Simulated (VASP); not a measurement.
Input of a VASP 6.6.1 run:

The input POSCAR:

```
SiC
1.0
    3.0751950084      0.0000000000      0.0000000000
   -1.5375975042      2.6631969989      0.0000000000
    0.0000000000      0.0000000000     28.2474285646
C Si
6 6
Direct
    0.3333333333      0.6666666667      0.2655108936
    0.6666666667      0.3333333333      0.3548671131
    0.3333333333      0.6666666667      0.4442233326
    0.6666666667      0.3333333333      0.5335795521
    0.3333333333      0.6666666667      0.6229357716
    0.6666666667      0.3333333333      0.7122919910
    0.6666666667      0.3333333333      0.2877080090
    0.3333333333      0.6666666667      0.3770642284
    0.6666666667      0.3333333333      0.4664204479
    0.3333333333      0.6666666667      0.5557766674
    0.6666666667      0.3333333333      0.6451328869
    0.3333333333      0.6666666667      0.7344891064
```

INCAR.step1

```
ALGO = Normal ; AMIX = 0.1
AMIX_MAG = 0.4 ; BMIX = 1E-4
BMIX_MAG = 1E-4 ; DIPOL = 0.5 0.5 0.500
EDIFF = 1E-5 ; ENCUT = 710
GGA = PE ; GGA_COMPAT = False
IDIPOL = 3 ; ISMEAR = 0
KPAR = 4 ; LASPH = True
LCHARG = False ; LDIPOL = True
LREAL = False ; LWAVE = True
NBANDS = 36 ; NELM = 300
NELMDL = -8 ; PREC = Accurate
SIGMA = 0.05
```

The input INCAR.step2:

```
ALGO = Normal ; AMIX = 0.1
AMIX_MAG = 0.4 ; BMIX = 1E-4
BMIX_MAG = 1E-4 ; DIPOL = 0.5 0.5 0.500
EDIFF = 1E-6 ; ENCUT = 710
GGA_COMPAT = False ; IDIPOL = 3
ISIF = 2 ; ISMEAR = 0
ISTART = 1 ; KPAR = 4
LASPH = True ; LCHARG = False
LDIPOL = True ; LMIXTAU = True
LREAL = False ; LWAVE = False
METAGGA = R2SCAN ; NBANDS = 36
NELM = 300 ; PREC = Accurate
SIGMA = 0.05
```

The input KPOINTS:

```
k-points
0
Gamma
  9 9 1
```

Potentials or basis: VASP PAW PBE potentials, release 64 (C, Si).

Command:

```bash
$ cat potpaw_PBE.64/C/POTCAR potpaw_PBE.64/Si/POTCAR > POTCAR
$ cp INCAR.step1 INCAR
$ mpirun -np 4 vasp_std > vasp.out
$ cp INCAR.step2 INCAR
$ mpirun -np 4 vasp_std > vasp.out
```

Question: Estimate the band gap on the k mesh.

Answer: Zero (bands 24 and 25 overlap by 0.32 eV).

Question: Predict the largest force.

Answer: 2.908 eV/Å.

Forces in eV/Å, atoms in the order of the input:
```
C    0.000  0.000  2.554
C    0.000  0.000  0.764
C    0.000  0.000  0.365
C    0.000  0.000  0.300
C    0.000  0.000  0.274
C    0.000  0.000  0.607
Si   0.000  0.000 -2.908
Si   0.000  0.000 -0.545
Si   0.000  0.000 -0.364
Si   0.000  0.000 -0.306
Si   0.000  0.000 -0.456
Si   0.000  0.000 -0.285
```

Caveat: the PAW data sets were made with another functional, which shifts forces and pressure a little.
